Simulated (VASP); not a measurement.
# ZnS in VASP: notebook, part 2 of 2

VASP 6.6.1. Earlier steps stand in the parts before.

**3. Single point, PBEsol**

Contents of INCAR:

```
ALGO = Normal ; EDIFF = 1E-6
ENCUT = 500 ; GGA = PS
GGA_COMPAT = False ; ISIF = 2
ISMEAR = -1 ; LASPH = True
LCHARG = True ; LELF = True
LREAL = False ; LVHAR = True
LWAVE = False ; NBANDS = 46
NELM = 120 ; PREC = Accurate
SIGMA = 0.05
```

Contents of KPOINTS:

```
k-points
0
Gamma
  6 6 2
```

Contents of POSCAR:

```
ZnS
1.0
    3.7852380403      0.0000259569      0.0001447875
   -1.8925978363      3.2783283621     -0.0000610058
    0.0005161984      0.0000316449     12.3899173699
Zn S
4 4
Direct
   -0.0040087156     -0.0047549599     -0.0003182471
    0.3292411279      0.6618808252      0.2496017576
   -0.0042956868     -0.0051771010      0.4996804356
    0.6625356009      0.3284870040      0.7496034697
   -0.0040713531     -0.0047696494      0.1867825321
    0.3290609579      0.6614963679      0.4371255328
   -0.0041292756     -0.0048801739      0.6867819831
    0.6626710955      0.3285951427      0.9371269551
```

Potentials or basis: VASP PAW PBE potentials, release 64 (Zn, S).

The run is started by

```sh
> cat potpaw_PBE.64/Zn/POTCAR potpaw_PBE.64/S/POTCAR > POTCAR
> mpirun -np 1 vasp_std > vasp.out
```

OUTCAR:

```text
EDIFF = 1E-6
   ENCUT = 500
   GGA = PS
   ISIF = 2
   ISMEAR = -1
   LASPH = True
   LREAL = False
   NELM = 120
   PREC = Accurate

 ion  position               nearest neighbor table
   1  0.996  0.995  1.000-   5 2.32   8 2.32   8 2.32   8 2.32
   2  0.329  0.662  0.250-   5 2.32   5 2.32   5 2.32   6 2.32
   3  0.996  0.995  0.500-   7 2.32   6 2.32   6 2.32   6 2.32
   4  0.663  0.328  0.750-   7 2.32   7 2.32   7 2.32   8 2.32
   5  0.996  0.995  0.187-   1 2.32   2 2.32   2 2.32   2 2.32
   6  0.329  0.661  0.437-   3 2.32   3 2.32   3 2.32   2 2.32
   7  0.996  0.995  0.687-   3 2.32   4 2.32   4 2.32   4 2.32
   8  0.663  0.329  0.937-   1 2.32   1 2.32   1 2.32   4 2.32

  LATTYP: Found a base centered monoclinic cell.
 ALAT       =     3.7852380432
 B/A-ratio  =     1.7321718229
 C/A-ratio  =     3.4224913305
 COS(beta)  =    -0.2921083881

  Lattice vectors:

 A1 = (   1.8925978363,  -3.2783283621,   0.0000610058)
 A2 = (   1.8926402040,   3.2783543190,   0.0000837817)
 A3 = (  -3.7847218419,   0.0000056880,  12.3897725824)

[... 190 lines left out ...]
 Fermi energy:         3.3663925881

 k-point     1 :       0.0000    0.0000    0.0000
  band No.  band energies     occupation
      1     -11.0842      2.00000
      2     -10.6384      2.00000
      3     -10.6268      2.00000
      4     -10.0869      2.00000
      5      -4.2141      2.00000
      6      -4.2062      2.00000
[... 1165 lines left out ...]
     45       9.6621      0.00000
     46       9.6622      0.00000

 [... further k-points ...]

------------------------ aborting loop because EDIFF is reached ----------------------------------------

  FORCE on cell =-STRESS in cart. coord.  units (eV):
  Direction    XX          YY          ZZ          XY          YZ          ZX
  --------------------------------------------------------------------------------------
  -------------------------------------------------------------------------------------
  Total        0.1743532      0.1726122      0.1749780     -0.0008960     -0.0002955     -0.0022314
  in kB        1.8168740      1.7987317      1.8233850     -0.0093365     -0.0030792     -0.0232527
  external PRESSURE =       1.8129969 kB  Pullay stress =       0.0000000 kB

 VOLUME and BASIS-vectors are now :
 -----------------------------------------------------------------------------
  energy-cutoff  :      500.00
  volume of cell :      153.75
      direct lattice vectors                 reciprocal lattice vectors
     3.785238040  0.000025957  0.000144787     0.264183133  0.152514443 -0.000011396
    -1.892597836  3.278328362 -0.000061006    -0.000002092  0.305032300 -0.000000779
     0.000516198  0.000031645 12.389917370    -0.000003087 -0.000000280  0.080710789

 POSITION                                       TOTAL-FORCE (eV/Angst)
 -----------------------------------------------------------------------------------
      1.88698      3.26280     12.38606         0.000635      0.001768      0.000242
     -0.00629      2.16988      3.09255        -0.001207     -0.000743     -0.000097
      1.88644      3.26140      6.19108         0.000812      0.002401      0.000263
      1.88655      1.07693      9.28760         0.000502     -0.002070     -0.000135
      1.88635      3.26272      2.31430        -0.000097     -0.000614     -0.000997
     -0.00615      2.16862      5.41596        -0.000211      0.000213      0.000805
      1.88660      3.26238      8.50926        -0.000166     -0.000395     -0.000885
      1.88695      1.07729     11.61100        -0.000267     -0.000561      0.000803
 -----------------------------------------------------------------------------------
    total drift:                                0.001215      0.002647     -0.002561

  FREE ENERGIE OF THE ION-ELECTRON SYSTEM (eV)
  ---------------------------------------------------
  free  energy   TOTEN  =       -30.3379042035 eV

  energy  without entropy=      -30.3379042034  energy(sigma->0) =      -30.33790420
```

OSZICAR:

```text
N       E                     dE             d eps       ncg     rms          rms(c)
DAV:   1     0.583714984900E+03    0.58371E+03   -0.32518E+04  3680   0.186E+03
DAV:   2     0.482249055804E+02   -0.53549E+03   -0.51467E+03  3680   0.431E+02
DAV:   3    -0.282044009053E+02   -0.76429E+02   -0.75208E+02  4086   0.151E+02
DAV:   4    -0.319133315494E+02   -0.37089E+01   -0.36937E+01  4516   0.331E+01
DAV:   5    -0.319718055497E+02   -0.58474E-01   -0.58451E-01  4276   0.429E+00    0.141E+01
DAV:   6    -0.303109281757E+02    0.16609E+01   -0.39741E+00  5292   0.456E+01    0.108E+01
DAV:   7    -0.304049494556E+02   -0.94021E-01   -0.43227E+00  4094   0.845E+00    0.394E+00
DAV:   8    -0.303438096879E+02    0.61140E-01   -0.19727E-01  4698   0.395E+00    0.109E+00
DAV:   9    -0.303376300272E+02    0.61797E-02   -0.80070E-02  4738   0.264E+00    0.328E-01
DAV:  10    -0.303376263686E+02    0.36586E-05   -0.35275E-03  4434   0.759E-01    0.219E-01
DAV:  11    -0.303378903939E+02   -0.26403E-03   -0.10182E-03  5192   0.415E-01    0.725E-02
DAV:  12    -0.303378965329E+02   -0.61390E-05   -0.26864E-04  4438   0.401E-01    0.238E-02
DAV:  13    -0.303379001689E+02   -0.36360E-05   -0.49272E-05  4812   0.777E-02    0.148E-02
DAV:  14    -0.303379039641E+02   -0.37952E-05   -0.88406E-06  4100   0.210E-02    0.710E-03
DAV:  15    -0.303379042035E+02   -0.23931E-06   -0.25565E-06  3148   0.298E-02
   1 F= -.30337904E+02 E0= -.30337904E+02  d E =-.590046E-10
```

stdout:

```text
POSCAR found type information on POSCAR ZnS
 POSCAR found :  2 types and       8 ions
 scaLAPACK will be used
 -----------------------------------------------------------------------------
|                                                                             |
|                                                                             |
|     You enforced a specific xc type in the INCAR file but a different       |
|     I HOPE YOU KNOW WHAT YOU ARE DOING!                                     |
|                                                                             |
 -----------------------------------------------------------------------------

 LDA part: xc-table for (Slater+PW92), standard interpolation
 POSCAR, INCAR and KPOINTS ok, starting setup
 FFT: planning ... GRIDC
 FFT: planning ... GRID_SOFT
 FFT: planning ... GRID
 WAVECAR not read
 entering main loop
```

It took 6.9 min on 1 thread of Oxide Virtual Turin-like, shared host; peak memory 0.33 GiB.

What came out:

- Free energy: -30.3379 eV
- Pressure: 0.2 GPa
- Band gap on the k mesh: 2.13 eV

Forces in eV/Å, atoms in the order of the input:
```
Zn   0.001  0.002  0.000
Zn  -0.001 -0.001  0.000
Zn   0.001  0.002  0.000
Zn   0.001 -0.002  0.000
S    0.000 -0.001 -0.001
S    0.000  0.000  0.001
S    0.000  0.000 -0.001
S    0.000 -0.001  0.001
```

Levels at points of the mesh, in eV from the valence-band top:
```
           k point  band 34  band 35  band 36  band 37  band 38  band 39
(0.00, 0.00, 0.00)    -0.04     0.00     0.00     2.13     3.13     3.35
(0.50, 0.00, 0.00)    -1.67    -1.18    -0.92     3.19     3.20     3.63
(0.50, 0.50, 0.00)    -1.67    -1.18    -0.92     3.19     3.20     3.63
(0.00, 0.50, 0.00)    -1.67    -1.18    -0.92     3.19     3.20     3.63
(0.00, 0.00, 0.50)    -0.15    -0.15    -0.15     3.00     3.00     3.26
(0.50, 0.00, 0.50)    -1.60    -1.17    -1.17     3.56     3.56     3.93
(0.50, 0.50, 0.50)    -1.60    -1.17    -1.17     3.56     3.56     3.93
(0.00, 0.50, 0.50)    -1.60    -1.17    -1.17     3.56     3.56     3.93
```

Caveat: the PAW data sets were made with another functional, which shifts forces and pressure a little.

**4. Relaxation of cell and atoms, PBEsol**

This run uses another cell than the first one, of 16.09 Å³/atom.

Contents of INCAR:

```
SYSTEM = ZnS
PREC = Accurate ; ENCUT = 500
EDIFF = 1E-7 ; ISMEAR = -1
SIGMA = 0.03 ; LREAL = .False.
LASPH = .True. ; NELM = 120
ALGO = Normal ; ISIF = 3
LWAVE = .False. ; LCHARG = .False.
GGA = PS ; IBRION = 2
NSW = 100 ; EDIFFG = -0.01
GGA_COMPAT = .False. ; NELMIN = 4
```

Contents of KPOINTS:

```
Automatic mesh
0
Gamma
  9 9 2
  0 0 0
```

Contents of POSCAR:

```
ZnS
1.0
    3.5702129498      0.0000000000      0.0000000000
   -1.7851064749      3.0918951114      0.0000000000
    0.0000000000      0.0000000000     11.6603154939
Zn S
4 4
Direct
    0.0000000000      0.0000000000      0.0000000000
    0.3333333333      0.6666666667      0.2500000000
    0.0000000000      0.0000000000      0.5000000000
    0.6666666667      0.3333333333      0.7500000000
    0.0000000000      0.0000000000      0.1875000000
    0.3333333333      0.6666666667      0.4375000000
    0.0000000000      0.0000000000      0.6875000000
    0.6666666667      0.3333333333      0.9375000000
```

The run is started by

```sh
> cat potpaw_PBE.64/Zn/POTCAR potpaw_PBE.64/S/POTCAR > POTCAR
> mpirun -np 1 vasp_std > vasp.out
```

Run time: 15 min. Hardware: 1 thread of Oxide Virtual Turin-like, shared host; peak memory 0.28 GiB.

Results (log left out):

| Item | Value |
| --- | --- |
| Free energy | -30.3303 eV |
| Relaxed volume | 19.23 Å³/atom |
| Relaxed cell | a = 3.787 Å, b = 3.787 Å, c = 12.392 Å, α = 90.00°, β = 90.00°, γ = 120.00° |
| Space group after relaxing (to 0.1 Å) | P6_3mc (No. 186) |
| Energy gained by relaxing | 176.4 meV/atom |
| Ionic steps | 6 |
| Pressure after relaxing | 0.0 GPa |
| Largest force after relaxing | 0.008 eV/Å |
| Band gap on the k mesh | 2.13 eV |

Forces in eV/Å, atoms in the order of the input:
```
Zn   0.000  0.000  0.001
Zn   0.000  0.000  0.007
Zn   0.000  0.000  0.001
Zn   0.000  0.000  0.007
S    0.000  0.000 -0.008
S    0.000  0.000  0.000
S    0.000  0.000 -0.008
S    0.000  0.000  0.000
```

Step by step:
```
step  energy change (eV)  largest force (eV/Å)  pressure (GPa)  volume (Å³)
   1              0.0000                0.0608           21.08       128.72
   2             -0.9627                0.0174           -7.04       172.32
   3             -1.4115                0.0130            0.00       153.88
   4             -1.4110                0.0123           -0.27       154.42
   5             -1.4115                0.0072            0.08       153.75
   6             -1.4115                0.0083            0.01       153.88
```

Final structure:
```
Zn S
1.0
     3.78668    0.00000    0.00000
    -1.89334    3.27937    0.00000
     0.00000    0.00000   12.39162
Zn S
4 4
Cartesian
  0.0000 0.0000 0.0015
  0.0000 2.1862 3.0976
  3.7867 0.0000 6.1973
  1.8933 1.0931 9.2934
  -1.8933 3.2794 2.3210
  0.0000 2.1862 5.4225
  3.7867 0.0000 8.5168
  1.8933 1.0931 11.6183
```

Levels at points of the mesh, in eV from the valence-band top:
| k point | band 34 | band 35 | band 36 | band 37 | band 38 | band 39 |
| --- | --- | --- | --- | --- | --- | --- |
| (0.00, 0.00, 0.00) | -0.04 | 0.00 | 0.00 | 2.13 | 3.13 | 3.35 |
| (0.00, 0.00, 0.50) | -0.15 | -0.15 | -0.15 | 2.99 | 2.99 | 3.26 |

Caveat: the volume moved by over 15 % at a fixed basis, so the end points are rough; the PAW data sets were made with another functional, which shifts forces and pressure a little.

**5. Overview**

| task | cell | k mesh | smearing | gap on the mesh (eV) | pressure (GPa) |
| --- | --- | --- | --- | --- | --- |
| single point | a = 3.785, b = 3.785, c = 12.392 Å, angles 90.0, 90.0, 120.0°, 8 atoms, atomic positions A | 9 × 9 × 2 | fermi-dirac 0.03 eV | 2.13 | 0.2 |
| single point | a = 3.785, b = 3.785, c = 12.390 Å, angles 90.0, 90.0, 120.0°, 8 atoms, atomic positions B | 6 × 6 × 2 | fermi-dirac 0.05 eV | 2.13 | 0.2 |
| relaxation of cell and atoms | relaxed from a = 3.570, b = 3.570, c = 11.660 Å, angles 90.0, 90.0, 120.0°, 8 atoms, atomic positions C | 9 × 9 × 2 | fermi-dirac 0.03 eV | 2.13 | 0.0 |

Alike in all rows: level PBEsol; potentials or basis VASP PAW PBE potentials, release 64 (Zn, S); no spin polarisation; cutoff (eV) 500.

Caveats: the PAW data sets were made with another functional, which shifts forces and pressure a little; the volume moved by over 15 % at a fixed basis, so the end points are rough (at least some runs).

Total energies depend on the potentials used, so only differences within one code and one set of settings carry meaning.
